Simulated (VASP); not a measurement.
# BeS (P6_3/mmc) in VASP: notebook

Aim: see how the results for BeS move with the level of theory and the settings. Levels: PBE, LDA. Tasks: single point.

Everything below comes from runs of VASP 6.6.1. Logs are shortened: lines on timing, memory, paths and dates and some standing lists are left out, and cuts for length are marked.

## 1. The cell of the first run

The structure is hexagonal, space group P6_3/mmc (No. 194). Conventional cell: a = 3.462 Å, b = 3.462 Å, c = 6.992 Å, α = 90.00°, β = 90.00°, γ = 120.00°. Be (site symmetry -6m2) has 3 S at 2.00 Å within 2.6 Å. S (site symmetry -6m2) has 3 Be at 2.00 Å within 2.6 Å.

## 2. Single point, PBE

File INCAR:

```
PREC = Accurate
ENCUT = 520
EDIFF = 1E-6
ISMEAR = 0
SIGMA = 0.01
LREAL = F
LASPH = T
NELM = 60
ALGO = Normal
ISIF = 2
LWAVE = F
LCHARG = F
GGA = PE
NBANDS = 16
```

File KPOINTS:

```
regular mesh
0
Gamma
  6 6 2
```

File POSCAR:

```
BeS
1.0
    3.4621570637      0.0000000000      0.0000000000
   -1.7310785319      2.9983159691      0.0000000000
    0.0000000000      0.0000000000      6.9924321555
Be S
2 2
Direct
    0.3333333333      0.6666666667      0.2500000000
    0.6666666667      0.3333333333      0.7500000000
    0.6666666667      0.3333333333      0.2500000000
    0.3333333333      0.6666666667      0.7500000000
```

Potentials or basis: VASP PAW PBE potentials, release 64 (Be, S).

The run is started by

```
cat potpaw_PBE.64/Be/POTCAR potpaw_PBE.64/S/POTCAR > POTCAR
mpirun -np 1 vasp_std > vasp.out
```

OUTCAR:

```text
PREC = Accurate
   ENCUT = 520
   EDIFF = 1E-6
   ISMEAR = 0
   LREAL = F
   LASPH = T
   NELM = 60
   ISIF = 2
   GGA = PE

 ion  position               nearest neighbor table
   1  0.333  0.667  0.250-   3 2.00   3 2.00   3 2.00
   2  0.667  0.333  0.750-   4 2.00   4 2.00   4 2.00
   3  0.667  0.333  0.250-   1 2.00   1 2.00   1 2.00
   4  0.333  0.667  0.750-   2 2.00   2 2.00   2 2.00

  LATTYP: Found a hexagonal cell.
 ALAT       =     3.4621570637
 C/A-ratio  =     2.0196750254

  Lattice vectors:

 A1 = (   3.4621570637,   0.0000000000,   0.0000000000)
 A2 = (  -1.7310785319,   2.9983159691,   0.0000000000)
 A3 = (   0.0000000000,   0.0000000000,   6.9924321555)

Analysis of symmetry for initial positions (statically):
=====================================================================
 Subroutine PRICEL returns:
 Original cell was already a primitive cell.

 Routine SETGRP: Setting up the symmetry group for a
 hexagonal supercell.

 Subroutine GETGRP returns: Found 24 space group operations
 (whereof 12 operations were pure point group operations)
 out of a pool of 24 trial point group operations.

The static configuration has the point symmetry D_3d.
 The point group associated with its full space group is D_6h.

Analysis of symmetry for dynamics (positions and initial velocities):
=====================================================================
 Subroutine PRICEL returns:
 Original cell was already a primitive cell.

 Routine SETGRP: Setting up the symmetry group for a
 hexagonal supercell.

 Subroutine GETGRP returns: Found 24 space group operations
 (whereof 12 operations were pure point group operations)
 out of a pool of 24 trial point group operations.

The dynamic configuration has the point symmetry D_3d.
 The point group associated with its full space group is D_6h.

 Subroutine INISYM returns: Found 24 space group operations
 (whereof 12 operations are pure point group operations),
 and found     1 'primitive' translations

----------------------------------------------------------------------------------------

                                     Primitive cell

  volume of cell :      72.5859

  direct lattice vectors                    reciprocal lattice vectors
     3.462157064  0.000000000  0.000000000     0.288837272  0.166760276  0.000000000
[... 78 lines left out ...]
   NELM   =     60;   NELMIN=  2; NELMDL= -5     # of ELM steps
   EDIFF  = 0.1E-05   stopping-criterion for ELM
   LREAL  =      F    real-space projection
   EDIFFG = 0.1E-04   stopping-criterion for IOM
   NSW    =      0    number of steps for IOM
   IBRION =     -1    ionic relax: 0-MD 1-quasi-New 2-CG
   NFREE  =      0    steps in history (QN), initial steepest desc. (CG)
   ISIF   =      2    stress and relaxation
   ISYM   =      2    0-nonsym 1-usesym 2-fastsym
   POTIM  = 0.5000    time-step for ionic-motion
   TEBEG  =    0.0;   TEEND  =   0.0 temperature during run
   PSTRESS=    0.0 pullay stress
   NELECT =      16.0000    total number of electrons
   NUPDOWN=      -1.0000    fix difference up-down
   EMIN   =  10.00;   EMAX   =-10.00  energy-range for DOS
   EFERMI =   0.00;   METHOD = LEGACY
   ISMEAR =     0;   SIGMA  =   0.01  broadening in eV -4-tet -1-fermi 0-gaus
   EFERMI_NEDOS =   21; number of points for ismear=-14 and -15
   IALGO  =     38    algorithm
   IMIX   =      4    mixing-type and parameters
     AMIX     =   0.40;   BMIX     =  1.00
     AMIX_MAG =   1.60;   BMIX_MAG =  1.00
  volume/ion in A,a.u.               =      18.15       122.46
  Fermi-wavevector in a.u.,A,eV,Ry     =   0.988927  1.868800 13.306166  0.977976
  Thomas-Fermi vector in A             =   2.120488
   LORBIT       =      0    0 simple, 1 ext, 2 COOP (PROOUT), +10 PAW based schemes
   GGA     = PE    functional components
   LHFCALC =     F    Hartree Fock is set to
   AEXX    =    0.0000 exact exchange contribution
   IVDW    =     0    specifies the selected vdW correction
   LEPSILON=     F    determine dielectric tensor
   LRPA    =     F    only Hartree local field effects (RPA)
 non-spin polarized calculation
 Gauss-broadening in eV      SIGMA  =   0.01
  energy-cutoff  :      520.00
  volume of cell :       72.59
 maximum number of plane-waves:      1986
 NGX is ok and might be reduce to    28
   NGX = 13   NGY = 13   NGZ = 27

 number of electron      16.0000001 magnetization

 Free energy of the ion-electron system (eV)
  ---------------------------------------------------
  ext. energy  EPLUGINS =         0.00000000
  ---------------------------------------------------
  free energy    TOTEN  =       -19.22921693 eV

  energy without entropy =      -19.22921693  energy(sigma->0) =      -19.22921693

 E-fermi :   1.6799     XC(G=0):  -8.5486

 val. band max:        1.6289459557   @ k =   0.3333   0.1667   0.0000
 cond. band min:       5.8109971607   @ k =   0.5000  -0.0000   0.5000
 fundamental gap:      4.1820512050
 Fermi energy:         1.6799317811

 k-point     1 :       0.0000    0.0000    0.0000
  band No.  band energies     occupation
      1     -10.8816      2.00000
      2     -10.4459      2.00000
      3      -1.8194      2.00000
      4       0.8379      2.00000
      5       0.8379      2.00000
      6       1.0182      2.00000
[... 243 lines left out ...]
      3      -2.3280      2.00000
      4      -2.3280      2.00000
      5      -2.2530      2.00000
      6      -2.2530      2.00000
[... 8 lines left out ...]
     15      11.7961      0.00000
     16      11.7961      0.00000

------------------------ aborting loop because EDIFF is reached ----------------------------------------

  FORCE on cell =-STRESS in cart. coord.  units (eV):
  Direction    XX          YY          ZZ          XY          YZ          ZX
  --------------------------------------------------------------------------------------
  -------------------------------------------------------------------------------------
  Total        0.2274848      0.2274848      0.2222164     -0.0000000     -0.0000000     -0.0000000
  in kB        5.0212346      5.0212346      4.9049474     -0.0000000     -0.0000000     -0.0000000
  external PRESSURE =       4.9824722 kB  Pullay stress =       0.0000000 kB

 VOLUME and BASIS-vectors are now :
 -----------------------------------------------------------------------------
  energy-cutoff  :      520.00
  volume of cell :       72.59
      direct lattice vectors                 reciprocal lattice vectors
     3.462157064  0.000000000  0.000000000     0.288837272  0.166760276  0.000000000
    -1.731078532  2.998315969  0.000000000     0.000000000  0.333520553  0.000000000
     0.000000000  0.000000000  6.992432156     0.000000000  0.000000000  0.143011756

 POSITION                                       TOTAL-FORCE (eV/Angst)
 -----------------------------------------------------------------------------------
     -0.00000      1.99888      1.74811        -0.000000     -0.000000      0.000000
      1.73108      0.99944      5.24432         0.000000     -0.000000      0.000000
      1.73108      0.99944      1.74811        -0.000000      0.000000      0.000000
     -0.00000      1.99888      5.24432         0.000000     -0.000000      0.000000
 -----------------------------------------------------------------------------------
    total drift:                               -0.000000      0.000000     -0.000000

  FREE ENERGIE OF THE ION-ELECTRON SYSTEM (eV)
  ---------------------------------------------------
  free  energy   TOTEN  =       -19.2292169296 eV

  energy  without entropy=      -19.2292169296  energy(sigma->0) =      -19.22921693
```

It used 28 s of CPU time on 1 thread of AMD EPYC 7R13 Processor (Zen 3) (shared host).

What came out:

```
Free energy            : -19.2292 eV
Pressure               : 0.5 GPa
Band gap on the k mesh : 4.18 eV, indirect (least direct gap 4.32 eV)
```

Levels at points of the mesh, in eV from the valence-band top:
```tsv
k point	band 6	band 7	band 8	band 9	band 10	band 11
(0.00, 0.00, 0.00)	-0.61	-0.60	-0.60	4.90	6.25	6.25
(0.50, 0.00, 0.00)	-1.95	-1.23	-0.11	4.22	4.99	5.52
(0.00, 0.00, 0.50)	-0.70	-0.70	-0.70	6.28	6.28	6.42
(0.50, 0.00, 0.50)	-2.09	-0.49	-0.49	4.18	4.18	5.35
```

Caveat: the k points lie up to 0.45 Å⁻¹ apart.

## 3. Single point, LDA

File INCAR:

```
SYSTEM = BeS
  PREC = Accurate
  ENCUT = 520
  EDIFF = 1E-6
  ISMEAR = 0
  SIGMA = 0.01
  LREAL = .FALSE.
  LASPH = .TRUE.
  NELM = 60
  ALGO = Normal
  ISIF = 2
  LWAVE = .FALSE.
  LCHARG = .FALSE.
  GGA = CA
  NBANDS = 16
```

File KPOINTS:

```
regular mesh
0
G
  6 6 2
  0 0 0
```

POSCAR is that of step 2.

Potentials or basis: VASP PAW LDA potentials, release 64 (Be, S).

The run is started by

```
cat potpaw_LDA.64/Be/POTCAR potpaw_LDA.64/S/POTCAR > POTCAR
mpirun -np 1 vasp_std > vasp.out
```

It used 47 s of CPU time on 1 thread of AMD EPYC 7R13 Processor (Zen 3), with other jobs on the host.

It converged, with:

```yaml
Free_energy: -21.1880 eV
Pressure: -2.9 GPa
Band_gap_on_the_k_mesh: 3.95 eV, indirect (least direct gap 4.12 eV)
```

Stress tensor (GPa, compression positive):
```
-3.46  0.00  0.00
 0.00 -3.46  0.00
 0.00  0.00 -1.82
```

Levels at points of the mesh, in eV from the valence-band top:
```
           k point  band 5  band 6  band 7  band 8  band 9  band 10  band 11  band 12
(0.00, 0.00, 0.00)   -0.80   -0.63   -0.61   -0.61    4.61     6.13     6.14     6.14
(0.50, 0.00, 0.00)   -2.25   -1.97   -1.29   -0.13    4.00     4.86     5.38     5.52
(0.00, 0.00, 0.50)   -0.71   -0.71   -0.71   -0.71    6.11     6.11     6.32     6.32
(0.50, 0.00, 0.50)   -2.11   -2.11   -0.51   -0.51    3.95     3.95     5.22     5.22
```

Caveat: the k points lie up to 0.45 Å⁻¹ apart.
